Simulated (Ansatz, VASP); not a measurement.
# One calculation of LaHg2, two programs

Contents of INCAR:

```
PREC     = Accurate       # precision mode
ENCUT    = 520            # plane-wave cutoff, eV
EDIFF    = 1E-6           # SCF threshold, eV
ISMEAR   = -1             # smearing method
SIGMA    = 0.08           # smearing width, eV
LREAL    = False          # projectors in reciprocal space
LASPH    = True           # aspherical terms in the spheres
NELM     = 100            # most SCF steps
ALGO     = Normal         # electronic algorithm
ISIF     = 2              # what is computed and relaxed
LWAVE    = False          # write WAVECAR
LCHARG   = True           # write CHGCAR
GGA      = CA             # functional
LELF     = True           # ELF
LVHAR    = True         
NBANDS   = 24             # bands
```

File KPOINTS:

```
Automatic mesh
0
Gamma
  8 8 9
```

POSCAR

```
LaHg2
1.0
    5.0232425903      0.0000000000      0.0000000000
   -2.5116212952      4.3502556927      0.0000000000
    0.0000000000      0.0000000000      3.6879002299
La Hg
1 2
Direct
    0.0000000000      0.0000000000      0.0000000000
    0.3333333333      0.6666666667      0.5000000000
    0.6666666667      0.3333333333      0.5000000000
```

Input for Ansatz:

```yaml
crystal:
  lattice:
    - [5.0232425903, 0.0, 0.0]
    - [-2.5116212952, 4.3502556927, 0.0]
    - [0.0, 0.0, 3.6879002299]
  atoms:
    - { symbol: La, position: [0.0, 0.0, 0.0] }
    - { symbol: Hg, position: [0.3333333333, 0.6666666667, 0.5] }
    - { symbol: Hg, position: [0.6666666667, 0.3333333333, 0.5] }
kpoints:
  mp_grid: { grid: [8, 8, 9] }
  band_path:
    path:
      - [0.0, 0.0, 0.0]
      - [0.5, 0.0, 0.0]
      - [0.3333333333, 0.3333333333, 0.0]
      - [0.0, 0.0, 0.0]
      - [0.0, 0.0, 0.5]
      - [0.5, 0.0, 0.5]
      - [0.3333333333, 0.3333333333, 0.5]
      - [0.0, 0.0, 0.5]
      - [0.5, 0.0, 0.5]
    npoints: 5
scf:
  occupations: { method: fermi_dirac, width: 0.08 }
hamiltonian:
  xc: lda
  pseudopotentials: { kind: all_electron, lapw: { basis_error: 0.001 } }
output:
  forces: true
  stress: true
  eigenvalues: true
```

Change from the starting cell: volume scaled by 1.04.

Alike in both runs: task single point; functional LDA; k mesh 8 × 8 × 9; occupations fermi-dirac, width 0.08 eV; no spin polarisation.

|  | VASP | Ansatz |
| --- | --- | --- |
| version | VASP 6.6.1 | Ansatz 0.2.0 |
| potentials or method | VASP PAW LDA potentials, release 64 (La, Hg), cutoff 520 eV | all-electron LAPW, scalar-relativistic |

```tsv
	VASP	Ansatz	Ansatz less VASP
pressure (GPa)	-4.8	-5.1	-0.34
traceless stress, the component that is largest in VASP (GPa)	-0.09	0.14	+0.230
```

LDA's correlation is that of Perdew and Zunger in VASP and of Perdew and Wang (1992) in Ansatz. Ansatz ran all-electron here, and VASP with PAW potentials.

Spin-orbit coupling is off throughout.
